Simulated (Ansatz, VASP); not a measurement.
**SiC in VASP and in Ansatz**

```
CELL_PARAMETERS angstrom
0.00000 2.17841 2.17841
2.17841 0.00000 2.17841
2.17841 2.17841 0.00000
ATOMIC_POSITIONS crystal
Si 0.00230 0.00230 0.00230
C 0.75000 0.75000 0.75000
```

Change from the starting cell: atom 1 moved by [0.01, 0.01, 0.01] A.

Alike in both runs: task single point; functional PBEsol; k mesh 10 × 10 × 10; no spin polarisation.

|  | VASP | Ansatz |
| --- | --- | --- |
| version | VASP 6.6.1 | Ansatz 0.2.0 |
| potentials or method | VASP PAW PBE potentials, release 64 (Si, C), cutoff 520 eV | all-electron LAPW, scalar-relativistic |
| occupations | gaussian, width 0.01 eV | fixed |

Ansatz gave:

| Item | Value |
| --- | --- |
| gap on the k mesh at the Fermi level (eV) | 1.15 |
| pressure (GPa) | 0.0 |
| traceless stress, the component that is largest in VASP (GPa) | -0.62 |
| rms of the force components (eV/Å) | 0.184 |

Question: What did VASP give for the same quantities?

Answer: gap on the k mesh at the Fermi level (eV): 1.14; pressure (GPa): 0.4; traceless stress, the component that is largest in VASP (GPa): -0.64; rms of the force components (eV/Å): 0.185.

VASP's potentials were made for PBE, not for PBEsol. Atom by atom the forces differ by 0.001 eV/Å (rms over components). Ansatz ran all-electron here, and VASP with PAW potentials.
